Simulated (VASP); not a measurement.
# CdPbS3 (Cmcm) in VASP: single point with PBEsol

Aim: the single point of CdPbS3 with PBEsol.

Everything below comes from runs of VASP 6.6.1. Logs are shortened: lines on timing, memory, paths and dates and some standing lists are left out, and cuts for length are marked.

## 1. The cell of the first run

The structure is orthorhombic, space group Cmcm (No. 63). Conventional cell: a = 3.736 Å, b = 11.904 Å, c = 9.771 Å, α = 90.00°, β = 90.00°, γ = 90.00°. Cd (site symmetry m2m) has 8 S at 2.60 to 3.34 Å within 3.4 Å. Within 3.6 Å of Pb (site symmetry 2/m) lie 6 S at 2.71 to 2.72 Å. Within 3.4 Å of S (site symmetry m2m) lie 2 Cd at 2.60 Å and 2 Pb at 2.72 Å. Within 3.6 Å of S (site symmetry m) lie 2 Pb at 2.71 Å and 3 Cd at 2.80 to 3.34 Å and 4 S at 3.26 to 3.50 Å.

## 2. Single point, PBEsol

INCAR reads:

```
ALGO = Normal
EDIFF = 1E-6
ENCUT = 500
GGA = PS
GGA_COMPAT = F
ISIF = 2
ISMEAR = -1
LASPH = T
LCHARG = F
LREAL = F
LWAVE = F
NBANDS = 55
NELM = 120
PREC = Accurate
SIGMA = 0.03
```

KPOINTS reads:

```
k-points
0
Gamma
  6 6 2
```

POSCAR reads:

```
CdPbS3
1.0
    1.8680358054     -5.9519060203      0.0000000000
    1.8680358054      5.9519060203      0.0000000000
    0.0000000000      0.0000000000      9.7707645801
Cd Pb S
2 2 6
Direct
    0.2485541219      0.7514458781      0.7500000000
    0.7514458781      0.2485541219      0.2500000000
    0.0000000000      0.0000000000      0.0000000000
    0.0000000000      0.0000000000      0.5000000000
    0.9001089973      0.0998910027      0.7500000000
    0.0998910027      0.9001089973      0.2500000000
    0.3459144969      0.6540855031      0.0709690986
    0.6540855031      0.3459144969      0.9290309014
    0.3459144969      0.6540855031      0.4290309014
    0.6540855031      0.3459144969      0.5709690986
```

Potentials or basis: VASP PAW PBE potentials, release 64 (Cd, Pb_d, S).

Launch:

```console
$ cat potpaw_PBE.64/Cd/POTCAR potpaw_PBE.64/Pb_d/POTCAR potpaw_PBE.64/S/POTCAR > POTCAR
$ mpirun -np 1 vasp_std > vasp.out
```

OUTCAR:

```text
EDIFF = 1E-6
   ENCUT = 500
   GGA = PS
   ISIF = 2
   ISMEAR = -1
   LASPH = T
   LREAL = F
   NELM = 120
   PREC = Accurate

 ion  position               nearest neighbor table
   1  0.249  0.751  0.750-   5 2.60   5 2.60  10 2.80   8 2.80   8 2.80  10 2.80   4 3.84   3 3.84

   2  0.751  0.249  0.250-   6 2.60   6 2.60   7 2.80   7 2.80   9 2.80   9 2.80   4 3.84   3 3.84

   3  0.000  0.000  0.000-   8 2.71   7 2.71   8 2.71   7 2.71   5 2.72   6 2.72   1 3.84   2 3.84

   4  0.000  0.000  0.500-  10 2.71   9 2.71  10 2.71   9 2.71   5 2.72   6 2.72   1 3.84   2 3.84

   5  0.900  0.100  0.750-   1 2.60   1 2.60   4 2.72   3 2.72
   6  0.100  0.900  0.250-   2 2.60   2 2.60   4 2.72   3 2.72
   7  0.346  0.654  0.071-   3 2.71   3 2.71   2 2.80   2 2.80
   8  0.654  0.346  0.929-   3 2.71   3 2.71   1 2.80   1 2.80
   9  0.346  0.654  0.429-   4 2.71   4 2.71   2 2.80   2 2.80
  10  0.654  0.346  0.571-   4 2.71   4 2.71   1 2.80   1 2.80

  LATTYP: Found a base centered orthorhombic cell.
 ALAT       =     3.7360716108
 B/A-ratio  =     3.1861841208
 C/A-ratio  =     2.6152508833

  Lattice vectors:

 A1 = (   1.8680358054,  -5.9519060203,   0.0000000000)
 A2 = (   1.8680358054,   5.9519060203,   0.0000000000)
 A3 = (   0.0000000000,   0.0000000000,   9.7707645801)

Analysis of symmetry for initial positions (statically):
=====================================================================
 Subroutine PRICEL returns:
 Original cell was already a primitive cell.

 Routine SETGRP: Setting up the symmetry group for a
 base centered orthorhombic supercell.

 Subroutine GETGRP returns: Found  8 space group operations
 (whereof  4 operations were pure point group operations)
 out of a pool of  8 trial point group operations.

The static configuration has the point symmetry C_2h.
 The point group associated with its full space group is D_2h.

Analysis of symmetry for dynamics (positions and initial velocities):
=====================================================================
 Subroutine PRICEL returns:
 Original cell was already a primitive cell.

 Routine SETGRP: Setting up the symmetry group for a
 base centered orthorhombic supercell.

 Subroutine GETGRP returns: Found  8 space group operations
 (whereof  4 operations were pure point group operations)
 out of a pool of  8 trial point group operations.

The dynamic configuration has the point symmetry C_2h.
 The point group associated with its full space group is D_2h.

 Subroutine INISYM returns: Found  8 space group operations
 (whereof  4 operations are pure point group operations),
 and found     1 'primitive' translations

----------------------------------------------------------------------------------------

                                     Primitive cell

  volume of cell :     217.2700

  direct lattice vectors                    reciprocal lattice vectors
     1.868035805 -5.951906020  0.000000000     0.267660822 -0.084006703  0.000000000
     1.868035805  5.951906020  0.000000000     0.267660822  0.084006703  0.000000000
     0.000000000  0.000000000  9.770764580     0.000000000  0.000000000  0.102346136

  length of vectors
     6.238168244  6.238168244  9.770764580     0.280534208  0.280534208  0.102346136

  position of ions in fractional coordinates (direct lattice)
     0.248554122  0.751445878  0.750000000
     0.751445878  0.248554122  0.250000000
     0.000000000  0.000000000  0.000000000
     0.000000000  0.000000000  0.500000000
     0.900108997  0.099891003  0.750000000
     0.099891003  0.900108997  0.250000000
     0.345914497  0.654085503  0.070969099
     0.654085503  0.345914497  0.929030901
     0.345914497  0.654085503  0.429030901
     0.654085503  0.345914497  0.570969099

  ion indices of the primitive-cell ions
   primitive index   ion index
                 1           1
                 2           2
                 3           3
                 4           4
                 5           5
                 6           6
                 7           7
                 8           8
                 9           9
                10          10

----------------------------------------------------------------------------------------

 KPOINTS: k-points

Automatic generation of k-mesh.
 Grid dimensions read from file:
 generate k-points for:    6    6    2

 Generating k-lattice:

  Cartesian coordinates                     Fractional coordinates (reciprocal lattice)
     0.044610137 -0.014001117  0.000000000     0.166666667 -0.000000000  0.000000000
     0.044610137  0.014001117  0.000000000    -0.000000000  0.166666667  0.000000000
     0.000000000  0.000000000  0.051173068     0.000000000  0.000000000  0.500000000

  Length of vectors
     0.046755701  0.046755701  0.051173068

  Shift w.r.t. Gamma in fractional coordinates (k-lattice)
     0.000000000  0.000000000  0.000000000

 Subroutine IBZKPT returns following result:
 ===========================================

 Found     26 irreducible k-points:

 Following reciprocal coordinates:
            Coordinates               Weight
  0.000000  0.000000  0.000000      1.000000
  0.166667 -0.000000  0.000000      4.000000
  0.333333 -0.000000  0.000000      4.000000
  0.500000 -0.000000  0.000000      2.000000
  0.166667  0.166667  0.000000      2.000000
  0.333333  0.166667  0.000000      4.000000
[... 16 lines left out ...]
  0.333333  0.333333  0.500000      2.000000
  0.500000  0.333333  0.500000      4.000000
 [... further k-points ...]
   k-points           NKPTS =     26   k-points in BZ     NKDIM =     26   number of bands    NBANDS=     55
   number of dos      NEDOS =    301   number of ions     NIONS =     10
   total plane-waves  NPLWV = 165888
   dimension x,y,z NGX =    48 NGY =   48 NGZ =   72
   dimension x,y,z NGXF=    96 NGYF=   96 NGZF=  144
   ions per type =               2   2   6
   NGX,Y,Z   is equivalent  to a cutoff of  12.79, 12.79, 12.25 a.u.
   NGXF,Y,Z  is equivalent  to a cutoff of  25.58, 25.58, 24.50 a.u.
 SYSTEM =  unknown system
   PREC   = accura    normal or accurate (medium, high low for compatibility)
   ISTART =      0    job   : 0-new  1-cont  2-samecut
   ICHARG =      2    charge: 1-file 2-atom 10-const
   ISPIN  =      1    spin polarized calculation?
   LNONCOLLINEAR =      F non collinear calculations
   LSORBIT =      F    spin-orbit coupling
   LASPH  =      T    aspherical Exc in radial PAW
   ENCUT  =  500.0 eV  36.75 Ry    6.06 a.u.  11.37 11.37 17.81*2*pi/ulx,y,z
   NELM   =    120;   NELMIN=  2; NELMDL= -5     # of ELM steps
   EDIFF  = 0.1E-05   stopping-criterion for ELM
   LREAL  =      F    real-space projection
   EDIFFG = 0.1E-04   stopping-criterion for IOM
   NSW    =      0    number of steps for IOM
   IBRION =     -1    ionic relax: 0-MD 1-quasi-New 2-CG
   NFREE  =      0    steps in history (QN), initial steepest desc. (CG)
   ISIF   =      2    stress and relaxation
   ISYM   =      2    0-nonsym 1-usesym 2-fastsym
   POTIM  = 0.5000    time-step for ionic-motion
   TEBEG  =    0.0;   TEEND  =   0.0 temperature during run
   PSTRESS=    0.0 pullay stress
   NELECT =      88.0000    total number of electrons
   NUPDOWN=      -1.0000    fix difference up-down
   EMIN   =  10.00;   EMAX   =-10.00  energy-range for DOS
   EFERMI =   0.00;   METHOD = LEGACY
   ISMEAR =    -1;   SIGMA  =   0.03  broadening in eV -4-tet -1-fermi 0-gaus
   EFERMI_NEDOS =   21; number of points for ismear=-14 and -15
   IALGO  =     38    algorithm
   IMIX   =      4    mixing-type and parameters
     AMIX     =   0.40;   BMIX     =  1.00
     AMIX_MAG =   1.60;   BMIX_MAG =  1.00
  volume/ion in A,a.u.               =      21.73       146.62
  Fermi-wavevector in a.u.,A,eV,Ry     =   1.211256  2.288941 19.961652  1.467140
  Thomas-Fermi vector in A             =   2.346777
   LORBIT       =      0    0 simple, 1 ext, 2 COOP (PROOUT), +10 PAW based schemes
   GGA     = PS    functional components
   LHFCALC =     F    Hartree Fock is set to
   AEXX    =    0.0000 exact exchange contribution
   IVDW    =     0    specifies the selected vdW correction
   LEPSILON=     F    determine dielectric tensor
   LRPA    =     F    only Hartree local field effects (RPA)
 non-spin polarized calculation
  energy-cutoff  :      500.00
  volume of cell :      217.27
 maximum number of plane-waves:      5552
 NGX is ok and might be reduce to    48
   NGX = 23   NGY = 23   NGZ = 35

 number of electron      87.9999985 magnetization

 Free energy of the ion-electron system (eV)
  ---------------------------------------------------
  ext. energy  EPLUGINS =         0.00000000
  ---------------------------------------------------
  free energy    TOTEN  =       -37.82599934 eV

  energy without entropy =      -37.80669934  energy(sigma->0) =      -37.81634934

 E-fermi :   4.2700     XC(G=0): -10.3435

 val. band max:        4.2550628313   @ k =   0.3333   0.3333   0.0000
 cond. band min:       4.2783654160   @ k =   0.0000   0.0000   0.0000
 fundamental gap:      0.0233025848
 Fermi energy:         4.2699551371

 k-point     1 :       0.0000    0.0000    0.0000
  band No.  band energies     occupation
      1     -12.2550      2.00000
      2     -12.1937      2.00000
      3     -12.0672      2.00000
      4     -12.0668      2.00000
      5     -12.0659      2.00000
      6     -12.0591      2.00000
[... 47 lines left out ...]
     54      10.1350      0.00000
     55      10.2983      0.00000

 k-point     2 :       0.1667   -0.0000    0.0000
  band No.  band energies     occupation
      1     -12.2258      2.00000
      2     -12.1570      2.00000
      3     -12.1211      2.00000
      4     -12.1194      2.00000
      5     -12.0420      2.00000
      6     -12.0393      2.00000
[... 47 lines left out ...]
     54      10.3025      0.00000
     55      10.6194      0.00000
[... 1216 lines left out ...]
     54      10.0680      0.00000
     55      10.1517      0.00000

 k-point    24 :       0.5000    0.3333    0.5000
  band No.  band energies     occupation
      1     -12.1920      2.00000
      2     -12.1920      2.00000
      3     -12.1215      2.00000
      4     -12.1215      2.00000
      5     -12.0398      2.00000
      6     -12.0398      2.00000
[... 47 lines left out ...]
     54       9.8911      0.00000
     55      10.4325      0.00000

 [... further k-points ...]

------------------------ aborting loop because EDIFF is reached ----------------------------------------

  FORCE on cell =-STRESS in cart. coord.  units (eV):
  Direction    XX          YY          ZZ          XY          YZ          ZX
  --------------------------------------------------------------------------------------
  -------------------------------------------------------------------------------------
  Total        0.2983699      0.1737281      0.1632993      0.0000000      0.0000000      0.0000000
  in kB        2.2002187      1.2810933      1.2041903      0.0000000      0.0000000      0.0000000
  external PRESSURE =       1.5618341 kB  Pullay stress =       0.0000000 kB

 VOLUME and BASIS-vectors are now :
 -----------------------------------------------------------------------------
  energy-cutoff  :      500.00
  volume of cell :      217.27
      direct lattice vectors                 reciprocal lattice vectors
     1.868035805 -5.951906020  0.000000000     0.267660822 -0.084006703  0.000000000
     1.868035805  5.951906020  0.000000000     0.267660822  0.084006703  0.000000000
     0.000000000  0.000000000  9.770764580     0.000000000  0.000000000  0.102346136

 POSITION                                       TOTAL-FORCE (eV/Angst)
 -----------------------------------------------------------------------------------
      1.86804      2.99316      7.32807         0.000000      0.018022      0.000000
      1.86804     -2.99316      2.44269         0.000000     -0.018022      0.000000
      0.00000      0.00000      0.00000         0.000000      0.000000      0.000000
      0.00000      0.00000      4.88538         0.000000      0.000000      0.000000
      1.86804     -4.76282      7.32807         0.000000     -0.046688      0.000000
      1.86804      4.76282      2.44269         0.000000      0.046688      0.000000
      1.86804      1.83420      0.69342         0.000000     -0.018072     -0.016058
      1.86804     -1.83420      9.07734         0.000000      0.018072      0.016058
      1.86804      1.83420      4.19196         0.000000     -0.018072      0.016058
      1.86804     -1.83420      5.57880         0.000000      0.018072     -0.016058
 -----------------------------------------------------------------------------------
    total drift:                               -0.000000      0.000000      0.000000

  FREE ENERGIE OF THE ION-ELECTRON SYSTEM (eV)
  ---------------------------------------------------
  free  energy   TOTEN  =       -37.8259993449 eV

  energy  without entropy=      -37.8066993440  energy(sigma->0) =      -37.81634934
```

It took 12 min on 1 thread of AMD EPYC 7R13, shared host; peak memory 0.54 GiB.

What came out:

```
Free energy            : -37.8260 eV
Pressure               : 0.2 GPa
Largest force          : 0.047 eV/Å
Band gap on the k mesh : zero (band 44 reaches 4.52 eV, above the bottom of band 45 at 3.88 eV)
```

Forces on the atoms (eV/Å):
```
Cd   0.000  0.018  0.000
Cd   0.000 -0.018  0.000
Pb   0.000  0.000  0.000
Pb   0.000  0.000  0.000
S    0.000 -0.047  0.000
S    0.000  0.047  0.000
S    0.000 -0.018 -0.016
S    0.000  0.018  0.016
S    0.000 -0.018  0.016
S    0.000  0.018 -0.016
```

Caveat: the PAW data sets were made with another functional, which shifts forces and pressure a little; spin-orbit coupling is left out, which moves the levels of the heavy elements.
